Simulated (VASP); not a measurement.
# Dy2H (P4_2/mnm) in VASP: a series of runs

The runs below take Dy2H through relaxation of cell and atoms, single point, with PBE.

All numbers are computed with VASP 6.6.1; they aren't measurements. Logs are shortened: lines on timing, memory, paths and dates and some standing lists are left out, and cuts for length are marked.

## (1) The cell of the first run

The structure is tetragonal, space group P4_2/mnm (No. 136). The conventional cell has a = 5.973 Å, b = 5.973 Å, c = 3.650 Å, α = 90.00°, β = 90.00°, γ = 90.00°. Dy (site symmetry m2m) has 3 H at 2.50 to 2.51 Å within 3.3 Å. Within 3.3 Å of H (site symmetry mmm) lie 6 Dy at 2.50 to 2.51 Å.

The cell was built from a structure type or drawn by symmetry, and may not be a known phase.

## (2) Relaxation of cell and atoms, PBE

INCAR

```
SYSTEM = Dy2H
PREC     = Accurate       ! precision mode
ENCUT    = 500            ! plane-wave cutoff, eV
EDIFF    = 1E-7           ! SCF threshold, eV
ISMEAR   = 0              ! smearing method
SIGMA    = 0.2            ! smearing width, eV
LREAL    = .FALSE.        ! projectors in reciprocal space
LASPH    = .TRUE.         ! aspherical terms in the spheres
NELM     = 200            ! most SCF steps
ALGO     = Normal         ! electronic algorithm
ISIF     = 3              ! what is computed and relaxed
LWAVE    = .FALSE.        ! write WAVECAR
LCHARG   = .FALSE.        ! write CHGCAR
GGA      = PE             ! functional
IBRION   = 2              ! ionic algorithm
NSW      = 36             ! ionic steps
EDIFFG   = -0.08          ! ionic threshold
GGA_COMPAT= .FALSE.      
NELMIN   = 4            
LMAXMIX  = 6              ! l up to which the mixer works
```

KPOINTS

```
Automatic mesh
0
G
  3 3 5
  0 0 0
```

POSCAR

```
Dy2H
1.0
    5.9728849200      0.0000000000      0.0000000000
    0.0000000000      5.9728849200      0.0000000000
    0.0000000000      0.0000000000      3.6499229200
Dy H
4 2
Direct
    0.2961254700      0.2961254700      0.0000000000
    0.7038745300      0.7038745300      0.0000000000
    0.7961254700      0.2038745300      0.5000000000
    0.2038745300      0.7961254700      0.5000000000
    0.0000000000      0.0000000000      0.0000000000
    0.5000000000      0.5000000000      0.5000000000
```

Potentials or basis: VASP PAW PBE potentials, release 64 (Dy_3, H), 4f in core.

Run with:

```console
$ cat potpaw_PBE.64/Dy_3/POTCAR potpaw_PBE.64/H/POTCAR > POTCAR
$ mpirun -np 1 vasp_std > vasp.out
```

OUTCAR:

```text
SYSTEM = Dy2H
   PREC = Accurate
   ENCUT = 500
   EDIFF = 1E-7
   ISMEAR = 0
   LREAL = .FALSE.
   LASPH = .TRUE.
   NELM = 200
   ISIF = 3
   GGA = PE
   IBRION = 2
   NSW = 36
   EDIFFG = -0.08
   NELMIN = 4

 ion  position               nearest neighbor table
   1  0.296  0.296  0.000-   2 3.44   3 3.54   4 3.54   3 3.54   4 3.54   4 3.54   4 3.54   3 3.54
                             3 3.54
   2  0.704  0.704  0.000-   1 3.44   3 3.54   4 3.54   3 3.54   4 3.54   3 3.54   3 3.54   4 3.54
                             4 3.54
   3  0.796  0.204  0.500-   4 3.44   2 3.54   1 3.54   1 3.54   2 3.54   2 3.54   2 3.54   1 3.54
                             1 3.54
   4  0.204  0.796  0.500-   3 3.44   2 3.54   1 3.54   1 3.54   2 3.54   1 3.54   1 3.54   2 3.54
                             2 3.54
   5  0.000  0.000  0.000-
   6  0.500  0.500  0.500-

  LATTYP: Found a simple tetragonal cell.
 ALAT       =     5.9728849200
 C/A-ratio  =     0.6110820766

  Lattice vectors:

 A1 = (   5.9728849200,   0.0000000000,   0.0000000000)
 A2 = (   0.0000000000,   5.9728849200,   0.0000000000)
 A3 = (   0.0000000000,   0.0000000000,   3.6499229200)

Analysis of symmetry for initial positions (statically):
=====================================================================
 Subroutine PRICEL returns:
 Original cell was already a primitive cell.

 Routine SETGRP: Setting up the symmetry group for a
 simple tetragonal supercell.

 Subroutine GETGRP returns: Found 16 space group operations
 (whereof  8 operations were pure point group operations)
 out of a pool of 16 trial point group operations.

The static configuration has the point symmetry D_2h.
 The point group associated with its full space group is D_4h.

Analysis of symmetry for dynamics (positions and initial velocities):
=====================================================================
 Subroutine PRICEL returns:
 Original cell was already a primitive cell.

 Routine SETGRP: Setting up the symmetry group for a
 simple tetragonal supercell.

 Subroutine GETGRP returns: Found 16 space group operations
 (whereof  8 operations were pure point group operations)
 out of a pool of 16 trial point group operations.

The dynamic configuration has the point symmetry D_2h.
 The point group associated with its full space group is D_4h.

 Subroutine INISYM returns: Found 16 space group operations
 (whereof  8 operations are pure point group operations),
 and found     1 'primitive' translations

----------------------------------------------------------------------------------------

                                     Primitive cell

  volume of cell :     130.2123

  direct lattice vectors                    reciprocal lattice vectors
     5.972884920  0.000000000  0.000000000     0.167423283  0.000000000  0.000000000
     0.000000000  5.972884920  0.000000000     0.000000000  0.167423283  0.000000000
     0.000000000  0.000000000  3.649922920     0.000000000  0.000000000  0.273978389

  length of vectors
     5.972884920  5.972884920  3.649922920     0.167423283  0.167423283  0.273978389

  position of ions in fractional coordinates (direct lattice)
     0.296125470  0.296125470  0.000000000
     0.703874530  0.703874530  0.000000000
     0.796125470  0.203874530  0.500000000
     0.203874530  0.796125470  0.500000000
     0.000000000  0.000000000  0.000000000
     0.500000000  0.500000000  0.500000000

  ion indices of the primitive-cell ions
   primitive index   ion index
                 1           1
                 2           2
                 3           3
                 4           4
                 5           5
[... 79 lines left out ...]
  Fermi-wavevector in a.u.,A,eV,Ry     =   1.085889  2.052032 16.043372  1.179155
  Thomas-Fermi vector in A             =   2.222013
   LORBIT       =      0    0 simple, 1 ext, 2 COOP (PROOUT), +10 PAW based schemes
   GGA     = PE    functional components
   LHFCALC =     F    Hartree Fock is set to
   AEXX    =    0.0000 exact exchange contribution
   IVDW    =     0    specifies the selected vdW correction
   LEPSILON=     F    determine dielectric tensor
   LRPA    =     F    only Hartree local field effects (RPA)
 conjugate gradient relaxation of ions
 non-spin polarized calculation
 Gauss-broadening in eV      SIGMA  =   0.20
  energy-cutoff  :      500.00
  volume of cell :      130.21
 maximum number of plane-waves:      3338
 NGX is ok and might be reduce to    48
   NGX = 21   NGY = 21   NGZ = 13

--------------------------------------- Ionic step        1  -------------------------------------------

 number of electron      38.0000002 magnetization

 Free energy of the ion-electron system (eV)
  ---------------------------------------------------
  ext. energy  EPLUGINS =         0.00000000
  ---------------------------------------------------
  free energy    TOTEN  =       -26.13880040 eV

  energy without entropy =      -26.02829364  energy(sigma->0) =      -26.08354702

 E-fermi :   3.2812     XC(G=0):  -9.9464

 val. band max:        3.2144366640   @ k =   0.3333   0.0000   0.0000
 cond. band min:       3.3511421684   @ k =   0.3333   0.0000   0.4000
 fundamental gap:      0.1367055044
 Fermi energy:         3.2811694803

 k-point     1 :       0.0000    0.0000    0.0000
  band No.  band energies     occupation
      1     -20.5359      2.00000
      2     -20.2989      2.00000
      3     -20.2180      2.00000
      4     -20.2180      2.00000
      5     -20.0681      2.00000
      6     -19.9581      2.00000
[... 223 lines left out ...]
     22       3.7150      0.00216
     23       4.2865      0.00000

------------------------ aborting loop because EDIFF is reached ----------------------------------------

  FORCE on cell =-STRESS in cart. coord.  units (eV):
  Direction    XX          YY          ZZ          XY          YZ          ZX
  --------------------------------------------------------------------------------------
  -------------------------------------------------------------------------------------
  Total       -0.8950529     -0.8950529     -0.5618820     -0.0000000      0.0000000      0.0000000
  in kB      -11.0130424    -11.0130424     -6.9135920     -0.0000000      0.0000000      0.0000000
  external PRESSURE =      -9.6465590 kB  Pullay stress =       0.0000000 kB

 VOLUME and BASIS-vectors are now :
 -----------------------------------------------------------------------------
  energy-cutoff  :      500.00
  volume of cell :      130.21
      direct lattice vectors                 reciprocal lattice vectors
     5.972884920  0.000000000  0.000000000     0.167423283  0.000000000  0.000000000
     0.000000000  5.972884920  0.000000000     0.000000000  0.167423283  0.000000000
     0.000000000  0.000000000  3.649922920     0.000000000  0.000000000  0.273978389

 POSITION                                       TOTAL-FORCE (eV/Angst)
 -----------------------------------------------------------------------------------
      1.76872      1.76872      0.00000         0.016971      0.016971     -0.000000
      4.20416      4.20416      0.00000        -0.016971     -0.016971      0.000000
      4.75517      1.21772      1.82496         0.016971     -0.016971      0.000000
      1.21772      4.75517      1.82496        -0.016971      0.016971     -0.000000
      0.00000      0.00000      0.00000         0.000000      0.000000      0.000000
      2.98644      2.98644      1.82496         0.000000      0.000000      0.000000
 -----------------------------------------------------------------------------------
    total drift:                               -0.000000      0.000000     -0.000000

  FREE ENERGIE OF THE ION-ELECTRON SYSTEM (eV)
  ---------------------------------------------------
  free  energy   TOTEN  =       -26.1388004004 eV

  energy  without entropy=      -26.0282936356  energy(sigma->0) =      -26.08354702

--------------------------------------- Ionic step        2  -------------------------------------------

 number of electron      38.0000001 magnetization

 Free energy of the ion-electron system (eV)
  ---------------------------------------------------
  ext. energy  EPLUGINS =         0.00000000
  ---------------------------------------------------
  free energy    TOTEN  =       -26.14697973 eV

  energy without entropy =      -26.04110755  energy(sigma->0) =      -26.09404364

 E-fermi :   3.3778     XC(G=0): -10.0252

 val. band max:        3.3133011219   @ k =   0.3333   0.0000   0.0000
 cond. band min:       3.4531441907   @ k =   0.3333   0.0000   0.4000
 fundamental gap:      0.1398430688
 Fermi energy:         3.3777995450

 k-point     1 :       0.0000    0.0000    0.0000
  band No.  band energies     occupation
      1     -20.4276      2.00000
      2     -20.1727      2.00000
      3     -20.0852      2.00000
      4     -20.0852      2.00000
      5     -19.9301      2.00000
      6     -19.8115      2.00000
[... 223 lines left out ...]
     22       3.8245      0.00158
     23       4.4132      0.00000

------------------------ aborting loop because EDIFF is reached ----------------------------------------

  FORCE on cell =-STRESS in cart. coord.  units (eV):
  Direction    XX          YY          ZZ          XY          YZ          ZX
  --------------------------------------------------------------------------------------
  -------------------------------------------------------------------------------------
  Total       -0.0790955     -0.0790955      0.1080503     -0.0000000      0.0000000      0.0000000
  in kB       -0.9918596     -0.9918596      1.3549545     -0.0000000      0.0000000      0.0000000
  external PRESSURE =      -0.2095882 kB  Pullay stress =       0.0000000 kB

 VOLUME and BASIS-vectors are now :
 -----------------------------------------------------------------------------
  energy-cutoff  :      500.00
  volume of cell :      127.77
      direct lattice vectors                 reciprocal lattice vectors
     5.929900328  0.000000000  0.000000000     0.168636899  0.000000000  0.000000000
    -0.000000000  5.929900328  0.000000000     0.000000000  0.168636899  0.000000000
     0.000000000  0.000000000  3.633433371     0.000000000  0.000000000  0.275221780

 POSITION                                       TOTAL-FORCE (eV/Angst)
 -----------------------------------------------------------------------------------
      1.75681      1.75681      3.63343         0.007476      0.007476     -0.000000
      4.17309      4.17309      0.00000        -0.007476     -0.007476      0.000000
      4.72176      1.20814      1.81672         0.007476     -0.007476      0.000000
      1.20814      4.72176      1.81672        -0.007476      0.007476     -0.000000
      0.00000      0.00000      0.00000         0.000000      0.000000      0.000000
      2.96495      2.96495      1.81672        -0.000000      0.000000      0.000000
 -----------------------------------------------------------------------------------
    total drift:                               -0.000000     -0.000000      0.000000

  FREE ENERGIE OF THE ION-ELECTRON SYSTEM (eV)
  ---------------------------------------------------
  free  energy   TOTEN  =       -26.1469797320 eV

  energy  without entropy=      -26.0411075490  energy(sigma->0) =      -26.09404364

 reached required accuracy - stopping structural energy minimisation
```

Run time: 29 s. Hardware: 1 thread of Intel Xeon 6975P-C (Granite Rapids), shared host; peak memory 0.24 GiB.

What came out:

```yaml
Free_energy: -26.1470 eV
Relaxed_volume: 21.29 Å³/atom
Relaxed_cell: a = 5.930 Å, b = 5.930 Å, c = 3.633 Å, α = 90.00°, β = 90.00°, γ = 90.00°
Space_group_after_relaxing_to_0.1_Å: P4_2/mnm (No. 136)
Energy_gained_by_relaxing: 1.4 meV/atom
Ionic_steps: 2
Pressure_after_relaxing: 0.0 GPa
Largest_force_after_relaxing: 0.011 eV/Å
Band_gap_on_the_k_mesh: zero (bands 19 and 20 overlap by 0.55 eV)
```

Forces in eV/Å, atoms in the order of the input:
```
Dy   0.007  0.007  0.000
Dy  -0.007 -0.007  0.000
Dy   0.007 -0.007  0.000
Dy  -0.007  0.007  0.000
H    0.000  0.000  0.000
H    0.000  0.000  0.000
```

The path:
| step | energy change (eV) | largest force (eV/Å) | pressure (GPa) | volume (Å³) |
| --- | --- | --- | --- | --- |
| 1 | 0.0000 | 0.0240 | -0.96 | 130.21 |
| 2 | -0.0082 | 0.0106 | -0.02 | 127.77 |

Final structure:
```
Dy H
1.0
     5.92990    0.00000    0.00000
     0.00000    5.92990    0.00000
     0.00000    0.00000    3.63343
Dy H
4 2
Direct
  0.29626 0.29626 0.00000
  0.70374 0.70374 0.00000
  0.79626 0.20374 0.50000
  0.20374 0.79626 0.50000
  0.00000 0.00000 0.00000
  0.50000 0.50000 0.50000
```

Levels at points of the mesh, in eV from the Fermi level:
| k point | band 17 | band 18 | band 19 | band 20 | band 21 | band 22 |
| --- | --- | --- | --- | --- | --- | --- |
| (0.00, 0.00, 0.00) | -2.33 | -0.70 | 0.43 | 0.77 | 1.58 | 1.67 |

Caveat: spin-orbit coupling is left out, which moves the levels of the heavy elements; the 4f electrons are frozen in the core, so they carry no moment and show no levels.

(Continued in part 2 of 2.)
